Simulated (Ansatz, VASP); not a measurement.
GaP in VASP and in Ansatz

File INCAR:

```
SYSTEM = GaP
PREC = Accurate ; ENCUT = 520
EDIFF = 1E-6 ; ISMEAR = 0
SIGMA = 0.05 ; LREAL = .False.
LASPH = .True. ; NELM = 100
ALGO = Normal ; ISIF = 2
LWAVE = .False. ; LCHARG = .False.
GGA = PE ; NBANDS = 16
```

KPOINTS

```
regular mesh
0
Gamma
  10 10 10
  0 0 0
```

POSCAR

```
GaP
1.0
    0.0000000000      2.8243497686      2.6066910647
    2.6066910647      0.0000000000      2.6066910647
    2.6066910647      2.8243497686      0.0000000000
Ga P
1 1
Direct
    0.0000000000      0.0000000000      0.0000000000
    0.7500000000      0.7500000000      0.7500000000
```

Input for Ansatz:

```yaml
crystal:
  lattice:
    - [0.0, 2.8243497686, 2.6066910647]
    - [2.6066910647, 0.0, 2.6066910647]
    - [2.6066910647, 2.8243497686, 0.0]
  atoms:
    - { symbol: Ga, position: [0.0, 0.0, 0.0] }
    - { symbol: P, position: [0.75, 0.75, 0.75] }
basis:
  ecutwfc: 420
kpoints:
  mp_grid: { grid: [10, 10, 10] }
hamiltonian:
  xc: pbe
  pseudopotentials: { kind: paw, azcp: { folder: soft_1 } }
scf:
  occupations: { method: gaussian, width: 0.05 }
output:
  forces: true
  stress: true
  eigenvalues: true
```

Alike in both runs: task single point; functional PBE; k mesh 10 × 10 × 10; occupations gaussian, width 0.05 eV; no spin polarisation.

|  | VASP | Ansatz |
| --- | --- | --- |
| version | VASP 6.6.1 | Ansatz 0.2.0 |
| potentials or method | VASP PAW PBE potentials, release 64 (Ga_d, P), cutoff 520 eV | scalar-relativistic, plane waves, PAW |
| valence electrons in the cell | 18 | 18 |

Ansatz gave:

- gap on the k mesh at the Fermi level (eV): 1.11
- least direct gap on the mesh (eV): 2.04
- pressure (GPa): 7.6
- traceless stress, the component that is largest in VASP (GPa): -4.56

Problem. Which values does VASP return?

Solution. gap on the k mesh at the Fermi level (eV): 1.11; least direct gap on the mesh (eV): 2.04; pressure (GPa): 7.5; traceless stress, the component that is largest in VASP (GPa): -4.57.
